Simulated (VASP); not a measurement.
Here is a VASP 6.6.1 calculation.

Contents of INCAR:

```
PREC = Accurate
ENCUT = 520
EDIFF = 1E-6
ISMEAR = -1
SIGMA = 0.05
LREAL = F
LASPH = T
NELM = 80
ALGO = Normal
ISIF = 2
LWAVE = F
LCHARG = T
GGA = PE
LELF = T
LVHAR = T
NBANDS = 30
```

The input KPOINTS:

```
Automatic mesh
0
Gamma
  10 10 10
```

File POSCAR:

```
Sr2SnN2
1.0
   -1.8879869194      1.8879869194      6.7534507957
    1.8879869194     -1.8879869194      6.7534507957
    1.8879869194      1.8879869194     -6.7534507957
Sn Sr N
1 2 2
Direct
    0.5000000000      0.5000000000      0.0000000000
    0.8398615000      0.8398615000      0.0000000000
    0.1601385000      0.1601385000      0.0000000000
    0.3475330000      0.3475330000      0.0000000000
    0.6524670000      0.6524670000      0.0000000000
```

Potentials or basis: VASP PAW PBE potentials, release 64 (Sn_d, Sr_sv, N).

Run with:

```bash
$ cat potpaw_PBE.64/Sn_d/POTCAR potpaw_PBE.64/Sr_sv/POTCAR potpaw_PBE.64/N/POTCAR > POTCAR
$ mpirun -np 1 vasp_std > vasp.out
```

Question: What does it give for the band gap on the k mesh?

Answer: Zero (bands 22 and 23 overlap by 0.35 eV).

Question: Estimate the pressure.

Answer: 4.6 GPa.

Question: Estimate the largest force.

Answer: 0.252 eV/Å.

Forces on the atoms (eV/Å):
```
Sn   0.000  0.000  0.000
Sr   0.000  0.000  0.088
Sr   0.000  0.000 -0.088
N    0.000  0.000 -0.252
N    0.000  0.000  0.252
```

Caveat: the cell stands under pressure; spin-orbit coupling is left out, which moves the levels of the heavy elements.
